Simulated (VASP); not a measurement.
# HgTe (I-4m2) in VASP: a series of runs, part 2 of 2

VASP 6.6.1. The steps go on from the part before.

## (3) Single point, PBEsol (strain -0.030 along x and y, +0.000 along z)

INCAR reads:

```
ALGO     = Normal         # electronic algorithm
EDIFF    = 1E-6           # SCF threshold, eV
ENCUT    = 520            # plane-wave cutoff, eV
GGA      = PS             # functional
ISIF     = 2              # what is computed and relaxed
ISMEAR   = 0              # smearing method
LASPH    = True           # aspherical terms in the spheres
LCHARG   = True           # write CHGCAR
LELF     = True           # ELF
LREAL    = False          # projectors in reciprocal space
LVHAR    = True         
LWAVE    = False          # write WAVECAR
NBANDS   = 16             # bands
NELM     = 100            # most SCF steps
PREC     = Accurate       # precision mode
SIGMA    = 0.15           # smearing width, eV
```

KPOINTS reads:

```
k-points
0
Gamma
  14 14 14
```

POSCAR reads:

```
HgTe
1.0
    0.0000000000      3.1267950000      3.2235000000
    3.1267950000      0.0000000000      3.2235000000
    3.1267950000      3.1267950000      0.0000000000
Hg Te
1 1
Direct
    0.0000000000      0.0000000000      0.0000000000
    0.7500000000      0.7500000000      0.7500000000
```

Potentials or basis: VASP PAW PBE potentials, release 64 (Hg, Te).

On the command line:

```sh
> cat potpaw_PBE.64/Hg/POTCAR potpaw_PBE.64/Te/POTCAR > POTCAR
> mpirun -np 1 vasp_std > vasp.out
```

Run time: 89 s. Hardware: 1 thread of Intel Xeon 6975P-C (Granite Rapids), shared host; peak memory 0.39 GiB.

Results (log left out):

| Quantity | Value |
| --- | --- |
| Free energy | -4.2891 eV |
| Pressure | 4.9 GPa |
| Band gap on the k mesh | zero (filled and empty bands touch) |

Stress tensor (GPa, compression positive):
```
5.04 0.00 0.00
0.00 5.04 0.00
0.00 0.00 4.64
```

Levels at points of the mesh, in eV from the Fermi level:
| k point | band 6 | band 7 | band 8 | band 9 | band 10 | band 11 | band 12 | band 13 |
| --- | --- | --- | --- | --- | --- | --- | --- | --- |
| (0.00, 0.00, 0.00) | -7.28 | -0.78 | -0.23 | -0.10 | -0.10 | 3.91 | 3.91 | 3.91 |
| (0.50, 0.00, 0.00) | -6.95 | -6.16 | -1.36 | -1.21 | 0.48 | 4.68 | 4.85 | 6.52 |
| (0.50, 0.50, 0.00) | -6.82 | -6.10 | -2.66 | -2.66 | 1.80 | 2.15 | 8.08 | 8.95 |
| (0.50, 0.00, 0.50) | -6.75 | -5.95 | -2.83 | -2.75 | 1.57 | 2.00 | 8.29 | 8.85 |

Caveat: the cell differs from its parent crystal (strain -0.030 along x and y, +0.000 along z); the cell stands under pressure; semilocal functionals underestimate gaps, so a narrow gap can read as zero; the PAW data sets were made with another functional, which shifts forces and pressure a little; spin-orbit coupling is left out, which moves the levels of the heavy elements.

## (4) Single point, PBEsol (strain -0.015 along x and y, -0.030 along z)

INCAR reads:

```
SYSTEM = HgTe
ALGO     = Normal         ! electronic algorithm
EDIFF    = 1E-6           ! SCF threshold, eV
ENCUT    = 520            ! plane-wave cutoff, eV
GGA      = PS             ! functional
ISIF     = 2              ! what is computed and relaxed
ISMEAR   = 0              ! smearing method
LASPH    = .True.         ! aspherical terms in the spheres
LCHARG   = .False.        ! write CHGCAR
LREAL    = .False.        ! projectors in reciprocal space
LWAVE    = .False.        ! write WAVECAR
NBANDS   = 16             ! bands
NELM     = 80             ! most SCF steps
PREC     = Accurate       ! precision mode
SIGMA    = 0.15           ! smearing width, eV
```

KPOINTS reads:

```
k-points
0
Gamma
  14 14 14
  0 0 0
```

POSCAR reads:

```
HgTe
1.0
    0.0000000000      3.1751475000      3.1267950000
    3.1751475000      0.0000000000      3.1267950000
    3.1751475000      3.1751475000      0.0000000000
Hg Te
1 1
Direct
    0.0000000000      0.0000000000      0.0000000000
    0.7500000000      0.7500000000      0.7500000000
```

On the command line:

```sh
> cat potpaw_PBE.64/Hg/POTCAR potpaw_PBE.64/Te/POTCAR > POTCAR
> mpirun -np 1 vasp_std > vasp.out
```

It took 87 s on 1 thread of Intel Xeon 6975P-C (Granite Rapids), shared host; peak memory 0.4 GiB.

Results (log left out):

```yaml
Free_energy: -4.2907 eV
Pressure: 4.9 GPa
```

Stress tensor (GPa, compression positive):
```
4.85 0.00 0.00
0.00 4.85 0.00
0.00 0.00 5.03
```

Levels at points of the mesh, in eV from the Fermi level:
| k point | band 7 | band 8 | band 9 | band 10 | band 11 | band 12 |
| --- | --- | --- | --- | --- | --- | --- |
| (0.00, 0.00, 0.00) | -0.77 | -0.15 | -0.15 | -0.10 | 3.91 | 3.91 |
| (0.50, 0.00, 0.00) | -6.15 | -1.31 | -1.24 | 0.50 | 4.72 | 4.82 |
| (0.50, 0.50, 0.00) | -5.94 | -2.79 | -2.79 | 1.58 | 2.01 | 8.31 |
| (0.50, 0.00, 0.50) | -6.02 | -2.74 | -2.70 | 1.70 | 2.08 | 8.20 |

Caveat: the cell differs from its parent crystal (strain -0.015 along x and y, -0.030 along z); the cell stands under pressure; the PAW data sets were made with another functional, which shifts forces and pressure a little; spin-orbit coupling is left out, which moves the levels of the heavy elements.

## (5) Single point, PBEsol (strain -0.030 along x and y, +0.015 along z)

INCAR reads:

```
  PREC = Accurate
  ENCUT = 520
  EDIFF = 1E-7
  ISMEAR = 0
  SIGMA = 0.15
  LREAL = F
  LASPH = T
  NELM = 60
  ALGO = Normal
  ISIF = 2
  LWAVE = F
  LCHARG = F
  GGA = PS
  NBANDS = 16
```

KPOINTS reads:

```
regular mesh
0
Gamma
  14 14 14
```

POSCAR reads:

```
HgTe
1.0
    0.0000000000      3.1267950000      3.2718525000
    3.1267950000      0.0000000000      3.2718525000
    3.1267950000      3.1267950000      0.0000000000
Hg Te
1 1
Direct
    0.0000000000      0.0000000000      0.0000000000
    0.7500000000      0.7500000000      0.7500000000
```

On the command line:

```sh
> cat potpaw_PBE.64/Hg/POTCAR potpaw_PBE.64/Te/POTCAR > POTCAR
> mpirun -np 1 vasp_std > vasp.out
```

Wall time 89 s (1 thread of Intel Xeon 6975P-C (Granite Rapids), shared host); peak memory 0.4 GiB.

Results (log left out):

| Item | Value |
| --- | --- |
| Free energy | -4.3134 eV |
| Pressure | 3.9 GPa |
| Band gap on the k mesh | zero (filled and empty bands touch) |

Stress tensor (GPa, compression positive):
```
4.15 0.00 0.00
0.00 4.15 0.00
0.00 0.00 3.50
```

Levels at points of the mesh, in eV from the Fermi level:
```csv
k point,band 5,band 6,band 7,band 8,band 9,band 10,band 11,band 12,band 13,band 14
"(0.00, 0.00, 0.00)",-7.25,-7.21,-0.84,-0.29,-0.10,-0.10,3.93,3.93,3.93,6.12
"(0.50, 0.00, 0.00)",-7.21,-6.89,-6.06,-1.38,-1.15,0.46,4.65,4.90,6.54,7.75
"(0.50, 0.50, 0.00)",-7.15,-6.79,-6.08,-2.56,-2.56,1.88,2.23,7.94,8.88,8.88
"(0.50, 0.00, 0.50)",-7.16,-6.69,-5.84,-2.81,-2.69,1.54,2.00,8.24,8.70,8.93
```

Caveat: the cell differs from its parent crystal (strain -0.030 along x and y, +0.015 along z); the cell stands under pressure; semilocal functionals underestimate gaps, so a narrow gap can read as zero; the PAW data sets were made with another functional, which shifts forces and pressure a little; spin-orbit coupling is left out, which moves the levels of the heavy elements.

## (6) Single point, PBEsol (strain -0.015 along x and y, +0.000 along z)

INCAR reads:

```
PREC     = Accurate       # precision mode
ENCUT    = 520            # plane-wave cutoff, eV
EDIFF    = 1E-6           # SCF threshold, eV
ISMEAR   = 0              # smearing method
SIGMA    = 0.15           # smearing width, eV
LREAL    = False          # projectors in reciprocal space
LASPH    = True           # aspherical terms in the spheres
NELM     = 80             # most SCF steps
ALGO     = Normal         # electronic algorithm
ISIF     = 2              # what is computed and relaxed
LWAVE    = False          # write WAVECAR
LCHARG   = True           # write CHGCAR
GGA      = PS             # functional
LELF     = True           # ELF
LVHAR    = True         
NBANDS   = 16             # bands
```

KPOINTS is that of step 5.

POSCAR reads:

```
HgTe
1.0
    0.0000000000      3.1751475000      3.2235000000
    3.1751475000      0.0000000000      3.2235000000
    3.1751475000      3.1751475000      0.0000000000
Hg Te
1 1
Direct
    0.0000000000      0.0000000000      0.0000000000
    0.7500000000      0.7500000000      0.7500000000
```

Potentials or basis: VASP PAW PBE potentials, release 64 (Hg, Te).

On the command line:

```sh
> cat potpaw_PBE.64/Hg/POTCAR potpaw_PBE.64/Te/POTCAR > POTCAR
> mpirun -np 1 vasp_std > vasp.out
```

Wall time 96 s (1 thread of Intel Xeon 6975P-C (Granite Rapids), shared host); peak memory 0.4 GiB.

It converged, with:

| Property | Result |
| --- | --- |
| Free energy | -4.3393 eV |
| Pressure | 3.0 GPa |
| Band gap on the k mesh | zero (filled and empty bands touch) |

Stress tensor (GPa, compression positive):
```
3.11 0.00 0.00
0.00 3.11 0.00
0.00 0.00 2.89
```

Levels at points of the mesh, in eV from the Fermi level:
```csv
k point,band 7,band 8,band 9,band 10,band 11,band 12
"(0.00, 0.00, 0.00)",-0.85,-0.17,-0.12,-0.12,3.97,3.97
"(0.50, 0.00, 0.00)",-5.93,-1.25,-1.17,0.50,4.76,4.85
"(0.50, 0.50, 0.00)",-5.87,-2.56,-2.56,1.76,2.19,8.04
"(0.50, 0.00, 0.50)",-5.79,-2.64,-2.60,1.64,2.12,8.14
```

Caveat: the cell differs from its parent crystal (strain -0.015 along x and y, +0.000 along z); the cell stands under pressure; semilocal functionals underestimate gaps, so a narrow gap can read as zero; the PAW data sets were made with another functional, which shifts forces and pressure a little; spin-orbit coupling is left out, which moves the levels of the heavy elements.

## (7) Single point, PBEsol (strain +0.000 along x and y, -0.015 along z)

INCAR reads:

```
PREC = Accurate ; ENCUT = 520
EDIFF = 1E-6 ; ISMEAR = 0
SIGMA = 0.15 ; LREAL = False
LASPH = True ; NELM = 80
ALGO = Normal ; ISIF = 2
LWAVE = False ; LCHARG = False
GGA = PS ; NBANDS = 16
```

KPOINTS reads:

```
Automatic mesh
0
Gamma
  14 14 14
```

POSCAR reads:

```
HgTe
1.0
    0.0000000000      3.2235000000      3.1751475000
    3.2235000000      0.0000000000      3.1751475000
    3.2235000000      3.2235000000      0.0000000000
Hg Te
1 1
Direct
    0.0000000000      0.0000000000      0.0000000000
    0.7500000000      0.7500000000      0.7500000000
```

On the command line:

```sh
> cat potpaw_PBE.64/Hg/POTCAR potpaw_PBE.64/Te/POTCAR > POTCAR
> mpirun -np 1 vasp_std > vasp.out
```

Wall time 2.1 min (1 thread of Intel Xeon 6975P-C (Granite Rapids), shared host); peak memory 0.41 GiB.

The run converged. Its results:

| Item | Value |
| --- | --- |
| Free energy | -4.3558 eV |
| Pressure | 2.2 GPa |

Stress tensor (GPa, compression positive):
```
2.13 0.00 0.00
0.00 2.13 0.00
0.00 0.00 2.34
```

Levels at points of the mesh, in eV from the Fermi level:
```csv
k point,band 6,band 7,band 8,band 9,band 10,band 11,band 12,band 13
"(0.00, 0.00, 0.00)",-7.05,-0.88,-0.15,-0.15,-0.10,4.00,4.01,4.01
"(0.50, 0.00, 0.00)",-6.74,-5.83,-1.21,-1.14,0.50,4.78,4.87,6.58
"(0.50, 0.50, 0.00)",-6.56,-5.68,-2.57,-2.57,1.62,2.14,8.12,8.78
"(0.50, 0.00, 0.50)",-6.59,-5.75,-2.53,-2.49,1.73,2.21,8.02,8.73
```

Caveat: the cell differs from its parent crystal (strain +0.000 along x and y, -0.015 along z); the PAW data sets were made with another functional, which shifts forces and pressure a little; spin-orbit coupling is left out, which moves the levels of the heavy elements.

## (8) Summary

```tsv
cell	gap on the mesh (eV)	pressure (GPa)
a = 4.456, b = 4.456, c = 4.422 Å, angles 60.3, 60.3, 59.5°, 2 atoms	none	6.0
a = 4.491, b = 4.491, c = 4.422 Å, angles 60.5, 60.5, 59.0°, 2 atoms	none	4.9
a = 4.456, b = 4.456, c = 4.490 Å, angles 59.7, 59.7, 60.5°, 2 atoms	-	4.9
a = 4.526, b = 4.526, c = 4.422 Å, angles 60.8, 60.8, 58.5°, 2 atoms	none	3.9
a = 4.525, b = 4.525, c = 4.490 Å, angles 60.3, 60.3, 59.5°, 2 atoms	none	3.0
a = 4.525, b = 4.525, c = 4.559 Å, angles 59.8, 59.8, 60.5°, 2 atoms	-	2.2
```

Alike in all rows: task single point; level PBEsol; potentials or basis VASP PAW PBE potentials, release 64 (Hg, Te); no spin polarisation; k mesh 14 × 14 × 14; cutoff (eV) 520; smearing gaussian 0.15 eV.

Caveats: the PAW data sets were made with another functional, which shifts forces and pressure a little; spin-orbit coupling is left out, which moves the levels of the heavy elements; the cell stands under pressure (at least some runs); semilocal functionals underestimate gaps, so a narrow gap can read as zero (at least some runs).

Absolute energies hang on the potentials; compare differences alone.
